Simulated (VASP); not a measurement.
Wanted: the native input for a VASP 6.6.1 run.

- Task: single point
- Functional: r2SCAN
- Potentials or basis: VASP PAW PBE potentials, release 64 (Ta_pv, N)
- Cutoff: 520 eV
- k mesh: 10 × 10 × 10
- Occupations: fermi-dirac, width 0.05 eV
- Spin: no spin polarisation
- Hubbard terms: Ta d U = 2.0 eV
- Dipole correction: no
- Further INCAR settings: ALGO = Normal; EDIFF = 1e-06; NBANDS = 15

TaN:

```
Ta N
1.0
     0.00000    2.21132    2.21132
     2.21132    0.00000    2.21132
     2.21132    2.21132    0.00000
Ta N
1 1
Direct
  0.50000 0.50000 0.50000
  0.00000 0.00000 0.00000
```

These files were run (other wordings do the same):

POSCAR

```
TaN
1.0
    0.0000000000      2.2113230000      2.2113230000
    2.2113230000      0.0000000000      2.2113230000
    2.2113230000      2.2113230000      0.0000000000
Ta N
1 1
Direct
    0.5000000000      0.5000000000      0.5000000000
    0.0000000000      0.0000000000      0.0000000000
```

INCAR.step1

```
PREC = Accurate
ENCUT = 520
ISMEAR = -1
SIGMA = 0.05
LREAL = F
LASPH = T
NELM = 150
LMAXMIX = 4
LDAU = T
LDAUTYPE = 2
LDAUL = 2 -1
LDAUU = 2 0
LDAUJ = 0 0
NBANDS = 15
GGA = PE
ALGO = Normal
EDIFF = 1E-4
LWAVE = T
LCHARG = F
```

INCAR.step2

```
PREC = Accurate
ENCUT = 520
EDIFF = 1E-6
ISMEAR = -1
SIGMA = 0.05
LREAL = F
LASPH = T
NELM = 150
ALGO = Normal
ISIF = 2
LWAVE = F
LCHARG = F
LMAXMIX = 4
LDAU = T
LDAUTYPE = 2
LDAUL = 2 -1
LDAUU = 2 0
LDAUJ = 0 0
LDAUPRINT = 1
METAGGA = R2SCAN
LMIXTAU = T
NBANDS = 15
ISTART = 1
```

KPOINTS

```
regular mesh
0
Gamma
  10 10 10
```

Potentials or basis: VASP PAW PBE potentials, release 64 (Ta_pv, N).

Launch:

```bash
$ cat potpaw_PBE.64/Ta_pv/POTCAR potpaw_PBE.64/N/POTCAR > POTCAR
$ cp INCAR.step1 INCAR
$ mpirun -np 1 vasp_std > vasp.out
$ cp INCAR.step2 INCAR
$ mpirun -np 1 vasp_std > vasp.out
```

It gave:

```yaml
Pressure: 1.4 GPa
Band_gap_on_the_k_mesh: zero (band 8 reaches 11.60 eV, above the bottom of band 9 at 7.58 eV)
```

Caveat: the PAW data sets were made with another functional, which shifts forces and pressure a little; spin-orbit coupling is left out, which moves the levels of the heavy elements; U without spin polarisation on a metal has little footing.

It took 90 s on 1 thread of Intel Xeon 8259CL, on a shared host, peak memory 0.15 GiB.
